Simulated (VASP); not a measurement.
## Ti3Zn: single point with LDA

Crystal: Ti3Zn.

```
CELL_PARAMETERS angstrom
3.91256 0.10595 0.10595
0.10595 3.91256 0.10595
0.10595 0.10595 3.91256
ATOMIC_POSITIONS crystal
Ti 0.00000 0.50000 0.50000
Ti 0.50000 0.00000 0.50000
Ti 0.50000 0.50000 0.00000
Zn 0.00000 0.00000 0.00000
```

```yaml
Program: VASP 6.6.1
Task: single point
Functional: LDA
Potentials_or_basis: VASP PAW LDA potentials, release 64 (Ti_sv, Zn)
Cutoff: 520 eV
k_mesh: 12 × 12 × 12
Occupations: gaussian, width 0.15 eV
Spin: no spin polarisation
```

- Pressure: 0.9 GPa
- Band gap on the k mesh: zero (bands 24 and 25 overlap by 0.56 eV)

Stress tensor (GPa, compression positive):
```
 0.89 -4.56 -4.56
-4.56  0.89 -4.56
-4.56 -4.56  0.89
```

Levels at points of the mesh, in eV from the Fermi level:
| k point | band 22 | band 23 | band 24 | band 25 | band 26 | band 27 |
| --- | --- | --- | --- | --- | --- | --- |
| (0.00, 0.00, 0.00) | -1.14 | -0.95 | -0.95 | 1.78 | 2.21 | 2.21 |
| (0.50, 0.00, 0.00) | -0.83 | -0.78 | 0.22 | 0.79 | 0.79 | 1.19 |
| (0.50, 0.50, 0.00) | -1.19 | -0.46 | -0.19 | 0.03 | 0.93 | 1.02 |
| (0.50, 0.50, 0.50) | -0.70 | 0.01 | 0.01 | 0.53 | 0.53 | 1.24 |

Run time: 7.7 min on 1 thread of Intel(R) Xeon(R) 6975P-C (Granite Rapids), with other jobs on the host, peak memory 0.38 GiB.
